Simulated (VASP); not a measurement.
A run of VASP 6.6.1 is set up as follows.

INCAR

```
ALGO = Normal
EDIFF = 1E-8
ENCUT = 520
GGA = PE
ISIF = 2
ISMEAR = 0
LASPH = T
LCHARG = F
LEPSILON = T
LREAL = F
LWAVE = F
NELM = 80
PREC = Accurate
SIGMA = 0.01
```

KPOINTS

```
k-points
0
Gamma
  6 6 8
```

Contents of POSCAR:

```
TiO2
1.0
    4.5998373239      0.0000000000      0.0000000000
    0.0000000000      4.5998373239      0.0000000000
    0.0000000000      0.0000000000      2.9592135600
Ti O
2 4
Direct
    0.0000000000      0.0000000000      0.5000000000
    0.5000000000      0.5000000000      0.0000000000
    0.3043213200      0.3043213200      0.5000000000
    0.1956786800      0.8043213200      0.0000000000
    0.8043213200      0.1956786800      0.0000000000
    0.6956786800      0.6956786800      0.5000000000
```

Potentials or basis: VASP PAW PBE potentials, release 64 (Ti_sv, O).

Run with:

```bash
$ cat potpaw_PBE.64/Ti_sv/POTCAR potpaw_PBE.64/O/POTCAR > POTCAR
$ mpirun -np 1 vasp_std > vasp.out
```

(1) What does it give for the electronic dielectric tensor (diagonal)?

(2) What does it give for the Born charges (mean of the diagonal)?

(3) Predict the band gap on the k mesh.

## Answers

(1) 7.44, 7.44, 8.87.

(2) Ti +6.79; O -3.39 e.

(3) 1.84 eV.
